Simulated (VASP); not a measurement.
# Sb (P4/mbm) in VASP: relaxation of cell and atoms with PBE

Aim: the relaxation of cell and atoms of Sb with PBE.

Program: VASP 6.6.1. These are calculated values, not measurements. Logs are shortened: lines on timing, memory, paths and dates and some standing lists are left out, and cuts for length are marked.

### 1 The cell of the first run

The structure is tetragonal, space group P4/mbm (No. 127). Conventional cell: a = 7.991 Å, b = 7.991 Å, c = 3.070 Å, α = 90.00°, β = 90.00°, γ = 90.00°. Within 4.0 Å of Sb (site symmetry 4/m) lie 6 Sb at 3.07 to 3.12 Å. Within 3.9 Å of Sb (site symmetry m2m) lie 5 Sb at 2.99 to 3.12 Å.

### 2 Relaxation of cell and atoms, PBE

INCAR reads:

```
PREC = Accurate
ENCUT = 600
EDIFF = 1E-6
ISMEAR = 0
SIGMA = 0.1
LREAL = F
LASPH = T
NELM = 60
ALGO = Normal
ISIF = 3
LWAVE = F
LCHARG = F
GGA = PE
IBRION = 2
NSW = 100
EDIFFG = -0.01
```

KPOINTS reads:

```
regular mesh
0
Gamma
  6 6 12
```

POSCAR reads:

```
Sb
1.0
    7.9914886216      0.0000000000      0.0000000000
    0.0000000000      7.9914886216      0.0000000000
    0.0000000000      0.0000000000      3.0700548271
Sb
6
Direct
    0.5000000000      0.5000000000      0.0000000000
    0.0000000000      0.0000000000      0.0000000000
    0.8675620372      0.6324379628      0.0000000000
    0.1324379628      0.3675620372      0.0000000000
    0.6324379628      0.1324379628      0.0000000000
    0.3675620372      0.8675620372      0.0000000000
```

Potentials or basis: VASP PAW PBE potentials, release 64 (Sb).

Launch:

```console
> cat potpaw_PBE.64/Sb/POTCAR > POTCAR
> mpirun -np 1 vasp_std > vasp.out
```

OUTCAR:

```text
PREC = Accurate
   ENCUT = 600
   EDIFF = 1E-6
   ISMEAR = 0
   LREAL = F
   LASPH = T
   NELM = 60
   ISIF = 3
   GGA = PE
   IBRION = 2
   NSW = 100
   EDIFFG = -0.01

 ion  position               nearest neighbor table
   1  0.500  0.500  0.000-   3 3.12   4 3.12   5 3.12   6 3.12
   2  0.000  0.000  0.000-   3 3.12   4 3.12   5 3.12   6 3.12
   3  0.868  0.632  0.000-   4 2.99   2 3.12   1 3.12
   4  0.132  0.368  0.000-   3 2.99   2 3.12   1 3.12
   5  0.632  0.132  0.000-   6 2.99   2 3.12   1 3.12
   6  0.368  0.868  0.000-   5 2.99   2 3.12   1 3.12

  LATTYP: Found a simple tetragonal cell.
 ALAT       =     7.9914886216
 C/A-ratio  =     0.3841655757

  Lattice vectors:

 A1 = (   7.9914886216,   0.0000000000,   0.0000000000)
 A2 = (   0.0000000000,   7.9914886216,   0.0000000000)
 A3 = (   0.0000000000,   0.0000000000,   3.0700548271)

Analysis of symmetry for initial positions (statically):
=====================================================================
 Subroutine PRICEL returns:
 Original cell was already a primitive cell.

 Routine SETGRP: Setting up the symmetry group for a
 simple tetragonal supercell.

 Subroutine GETGRP returns: Found 16 space group operations
 (whereof  8 operations were pure point group operations)
 out of a pool of 16 trial point group operations.

The static configuration has the point symmetry C_4h.
 The point group associated with its full space group is D_4h.

Analysis of symmetry for dynamics (positions and initial velocities):
=====================================================================
 Subroutine PRICEL returns:
 Original cell was already a primitive cell.

 Routine SETGRP: Setting up the symmetry group for a
 simple tetragonal supercell.

 Subroutine GETGRP returns: Found 16 space group operations
 (whereof  8 operations were pure point group operations)
 out of a pool of 16 trial point group operations.

The dynamic configuration has the point symmetry C_4h.
 The point group associated with its full space group is D_4h.

 Subroutine INISYM returns: Found 16 space group operations
 (whereof  8 operations are pure point group operations),
 and found     1 'primitive' translations

----------------------------------------------------------------------------------------

                                     Primitive cell

  volume of cell :     196.0656

  direct lattice vectors                    reciprocal lattice vectors
     7.991488622  0.000000000  0.000000000     0.125133132  0.000000000  0.000000000
     0.000000000  7.991488622  0.000000000     0.000000000  0.125133132  0.000000000
     0.000000000  0.000000000  3.070054827     0.000000000  0.000000000  0.325727082

  length of vectors
     7.991488622  7.991488622  3.070054827     0.125133132  0.125133132  0.325727082

  position of ions in fractional coordinates (direct lattice)
     0.500000000  0.500000000  0.000000000
     0.000000000  0.000000000  0.000000000
     0.867562037  0.632437963  0.000000000
     0.132437963  0.367562037  0.000000000
     0.632437963  0.132437963  0.000000000
     0.367562037  0.867562037  0.000000000

  ion indices of the primitive-cell ions
   primitive index   ion index
                 1           1
                 2           2
                 3           3
                 4           4
                 5           5
                 6           6

----------------------------------------------------------------------------------------

 KPOINTS: regular mesh

Automatic generation of k-mesh.
 Grid dimensions read from file:
 generate k-points for:    6    6   12

 Generating k-lattice:

  Cartesian coordinates                     Fractional coordinates (reciprocal lattice)
     0.020855522  0.000000000  0.000000000     0.166666667  0.000000000  0.000000000
     0.000000000  0.020855522  0.000000000     0.000000000  0.166666667  0.000000000
     0.000000000  0.000000000  0.027143923     0.000000000  0.000000000  0.083333333

  Length of vectors
     0.020855522  0.020855522  0.027143923

  Shift w.r.t. Gamma in fractional coordinates (k-lattice)
     0.000000000  0.000000000  0.000000000

 Subroutine IBZKPT returns following result:
 ===========================================

 Found     70 irreducible k-points:

 Following reciprocal coordinates:
            Coordinates               Weight
  0.000000  0.000000  0.000000      1.000000
  0.166667  0.000000  0.000000      4.000000
  0.333333  0.000000  0.000000      4.000000
  0.500000  0.000000  0.000000      2.000000
  0.166667  0.166667  0.000000      4.000000
  0.333333  0.166667  0.000000      8.000000
[... 16 lines left out ...]
  0.333333  0.000000  0.166667      8.000000
  0.500000  0.000000  0.166667      4.000000
 [... further k-points ...]
   k-points           NKPTS =     70   k-points in BZ     NKDIM =     70   number of bands    NBANDS=     19
   number of dos      NEDOS =    301   number of ions     NIONS =      6
   total plane-waves  NPLWV = 114688
   dimension x,y,z NGX =    64 NGY =   64 NGZ =   28
   dimension x,y,z NGXF=   128 NGYF=  128 NGZF=   56
   ions per type =               6
   NGX,Y,Z   is equivalent  to a cutoff of  13.31, 13.31, 15.16 a.u.
   NGXF,Y,Z  is equivalent  to a cutoff of  26.63, 26.63, 30.32 a.u.
 SYSTEM =  unknown system
   PREC   = accura    normal or accurate (medium, high low for compatibility)
   ISTART =      0    job   : 0-new  1-cont  2-samecut
   ICHARG =      2    charge: 1-file 2-atom 10-const
   ISPIN  =      1    spin polarized calculation?
   LNONCOLLINEAR =      F non collinear calculations
   LSORBIT =      F    spin-orbit coupling
   LASPH  =      T    aspherical Exc in radial PAW
   ENCUT  =  600.0 eV  44.10 Ry    6.64 a.u.  15.96 15.96  6.13*2*pi/ulx,y,z
   NELM   =     60;   NELMIN=  2; NELMDL= -5     # of ELM steps
   EDIFF  = 0.1E-05   stopping-criterion for ELM
   LREAL  =      F    real-space projection
   EDIFFG = -.1E-01   stopping-criterion for IOM
   NSW    =    100    number of steps for IOM
   IBRION =      2    ionic relax: 0-MD 1-quasi-New 2-CG
   NFREE  =      1    steps in history (QN), initial steepest desc. (CG)
   ISIF   =      3    stress and relaxation
   ISYM   =      2    0-nonsym 1-usesym 2-fastsym
   POTIM  = 0.5000    time-step for ionic-motion
   TEBEG  =    0.0;   TEEND  =   0.0 temperature during run
   PSTRESS=    0.0 pullay stress
   NELECT =      30.0000    total number of electrons
   NUPDOWN=      -1.0000    fix difference up-down
   EMIN   =  10.00;   EMAX   =-10.00  energy-range for DOS
   EFERMI =   0.00;   METHOD = LEGACY
   ISMEAR =     0;   SIGMA  =   0.10  broadening in eV -4-tet -1-fermi 0-gaus
   EFERMI_NEDOS =   21; number of points for ismear=-14 and -15
   IALGO  =     38    algorithm
   IMIX   =      4    mixing-type and parameters
     AMIX     =   0.40;   BMIX     =  1.00
     AMIX_MAG =   1.60;   BMIX_MAG =  1.00
  volume/ion in A,a.u.               =      32.68       220.52
  Fermi-wavevector in a.u.,A,eV,Ry     =   0.875618  1.654678 10.431684  0.766707
  Thomas-Fermi vector in A             =   1.995314
   LORBIT       =      0    0 simple, 1 ext, 2 COOP (PROOUT), +10 PAW based schemes
   GGA     = PE    functional components
   LHFCALC =     F    Hartree Fock is set to
   AEXX    =    0.0000 exact exchange contribution
   IVDW    =     0    specifies the selected vdW correction
   LEPSILON=     F    determine dielectric tensor
   LRPA    =     F    only Hartree local field effects (RPA)
 conjugate gradient relaxation of ions
 non-spin polarized calculation
 Gauss-broadening in eV      SIGMA  =   0.10
  energy-cutoff  :      600.00
  volume of cell :      196.07
 maximum number of plane-waves:      6580
 NGX is ok and might be reduce to    64
   NGX = 31   NGY = 31   NGZ = 13

--------------------------------------- Ionic step        1  -------------------------------------------

 number of electron      30.0000002 magnetization

 Free energy of the ion-electron system (eV)
  ---------------------------------------------------
  ext. energy  EPLUGINS =         0.00000000
  ---------------------------------------------------
  free energy    TOTEN  =       -24.05666791 eV

  energy without entropy =      -24.03725095  energy(sigma->0) =      -24.04695943

------------------------ aborting loop because EDIFF is reached ----------------------------------------

  FORCE on cell =-STRESS in cart. coord.  units (eV):
  Direction    XX          YY          ZZ          XY          YZ          ZX
  --------------------------------------------------------------------------------------
  -------------------------------------------------------------------------------------
  Total       -1.6994364     -1.6994364      3.6487394      0.0000000      0.0000000      0.0000000
  in kB      -13.8871779    -13.8871779     29.8161746      0.0000000      0.0000000      0.0000000
  external PRESSURE =       0.6806063 kB  Pullay stress =       0.0000000 kB

 VOLUME and BASIS-vectors are now :
 -----------------------------------------------------------------------------
  energy-cutoff  :      600.00
  volume of cell :      196.07
      direct lattice vectors                 reciprocal lattice vectors
     7.991488622  0.000000000  0.000000000     0.125133132  0.000000000  0.000000000
     0.000000000  7.991488622  0.000000000     0.000000000  0.125133132  0.000000000
     0.000000000  0.000000000  3.070054827     0.000000000  0.000000000  0.325727082
[... 281 lines left out ...]
 POSITION                                       TOTAL-FORCE (eV/Angst)
 -----------------------------------------------------------------------------------
      3.95978      3.95978     -0.00000         0.000000      0.000000      0.000000
      0.00000      0.00000     -0.00000         0.000000      0.000000      0.000000
      6.88747      4.99188     -0.00000        -0.002877      0.002877      0.000000
      1.03210      2.92768     -0.00000         0.002877     -0.002877     -0.000000
      4.99188      1.03210     -0.00000         0.002877      0.002877     -0.000000
      2.92768      6.88747     -0.00000        -0.002877     -0.002877      0.000000
 -----------------------------------------------------------------------------------
    total drift:                               -0.000000      0.000000     -0.000000

  FREE ENERGIE OF THE ION-ELECTRON SYSTEM (eV)
  ---------------------------------------------------
  free  energy   TOTEN  =       -24.1179608724 eV

  energy  without entropy=      -24.0972182034  energy(sigma->0) =      -24.10758954

--------------------------------------- Ionic step        9  -------------------------------------------

 number of electron      30.0000001 magnetization

 Free energy of the ion-electron system (eV)
  ---------------------------------------------------
  ext. energy  EPLUGINS =         0.00000000
  ---------------------------------------------------
  free energy    TOTEN  =       -24.11800056 eV

  energy without entropy =      -24.09726140  energy(sigma->0) =      -24.10763098

 E-fermi :   6.1677     XC(G=0):  -9.1353

 val. band max:        6.1510776038   @ k =   0.5000   0.3333   0.4167
 cond. band min:       6.1749983089   @ k =   0.5000   0.1667   0.0833
 fundamental gap:      0.0239207052
 Fermi energy:         6.1676880013

 k-point     1 :       0.0000    0.0000    0.0000
  band No.  band energies     occupation
      1      -5.9096      2.00000
      2      -4.5712      2.00000
      3      -4.3063      2.00000
      4      -3.4194      2.00000
      5      -3.4194      2.00000
      6      -2.8016      2.00000
[... 11 lines left out ...]
     18       8.5414      0.00000
     19       9.3960      0.00000
[... 485 lines left out ...]
 k-point    24 :       0.5000    0.0000    0.1667
  band No.  band energies     occupation
      1      -5.0255      2.00000
      2      -5.0255      2.00000
      3      -3.6757      2.00000
      4      -3.6757      2.00000
      5      -2.2815      2.00000
      6      -2.2815      2.00000
[... 11 lines left out ...]
     18       7.6742      0.00000
     19       8.0653      0.00000

 [... further k-points ...]
[... 5 lines left out ...]
  --------------------------------------------------------------------------------------
  -------------------------------------------------------------------------------------
  Total       -0.0192647     -0.0192647      0.0277499      0.0000000      0.0000000      0.0000000
  in kB       -0.1569927     -0.1569927      0.2261406      0.0000000      0.0000000      0.0000000
  external PRESSURE =      -0.0292816 kB  Pullay stress =       0.0000000 kB

 VOLUME and BASIS-vectors are now :
 -----------------------------------------------------------------------------
  energy-cutoff  :      600.00
  volume of cell :      196.60
      direct lattice vectors                 reciprocal lattice vectors
     7.916599843  0.000000000 -0.000000000     0.126316856  0.000000000 -0.000000000
     0.000000000  7.916599843  0.000000000     0.000000000  0.126316856  0.000000000
     0.000000000  0.000000000  3.137015046     0.000000000  0.000000000  0.318774372

 POSITION                                       TOTAL-FORCE (eV/Angst)
 -----------------------------------------------------------------------------------
      3.95830      3.95830     -0.00000        -0.000000      0.000000      0.000000
      0.00000      0.00000      0.00000         0.000000      0.000000      0.000000
      6.88433      4.99056      3.13702        -0.000263      0.000263      0.000000
      1.03227      2.92603     -0.00000         0.000263     -0.000263     -0.000000
      4.99056      1.03227     -0.00000         0.000263      0.000263     -0.000000
      2.92603      6.88433      3.13702        -0.000263     -0.000263      0.000000
 -----------------------------------------------------------------------------------
    total drift:                                0.000000      0.000000      0.000000

  FREE ENERGIE OF THE ION-ELECTRON SYSTEM (eV)
  ---------------------------------------------------
  free  energy   TOTEN  =       -24.1180005622 eV

  energy  without entropy=      -24.0972613961  energy(sigma->0) =      -24.10763098

 reached required accuracy - stopping structural energy minimisation
```

It took 12 min on 1 thread of Intel Xeon Platinum 8488C (Sapphire Rapids), shared host; peak memory 0.51 GiB.

Results:

```
Free energy                            : -24.1180 eV
Relaxed volume                         : 32.77 Å³/atom
Relaxed cell                           : a = 7.917 Å, b = 7.917 Å, c = 3.137 Å, α = 90.00°, β = 90.00°, γ = 90.00°
Space group after relaxing (to 0.05 Å) : P4/mbm (No. 127)
Energy gained by relaxing              : 10.2 meV/atom
Ionic steps                            : 9
Pressure after relaxing                : 0.0 GPa
Band gap on the k mesh                 : zero (band 15 reaches 7.98 eV, above the bottom of band 16 at 4.07 eV)
```

The path:
```
step  energy change (eV)  largest force (eV/Å)  pressure (GPa)  volume (Å³)
   1              0.0000                0.1569            0.07       196.07
   2             -0.0511                0.1263           -0.02       196.34
   3             -0.0567                0.1289           -0.06       196.29
   4             -0.0567                0.1292           -0.06       196.29
   5             -0.0593                0.0812            0.06       195.97
   6             -0.0605                0.0300            0.19       195.65
   7             -0.0605                0.0172            0.21       195.58
   8             -0.0613                0.0041           -0.04       196.82
   9             -0.0613                0.0004            0.00       196.60
```

Final structure:
```
CELL_PARAMETERS angstrom
7.91660 0.00000 0.00000
0.00000 7.91660 0.00000
0.00000 0.00000 3.13702
ATOMIC_POSITIONS crystal
Sb 0.50000 0.50000 0.00000
Sb 0.00000 0.00000 0.00000
Sb 0.86961 0.63039 0.00000
Sb 0.13039 0.36961 0.00000
Sb 0.63039 0.13039 0.00000
Sb 0.36961 0.86961 0.00000
```

Caveat: spin-orbit coupling is left out, which moves the levels of the heavy elements.
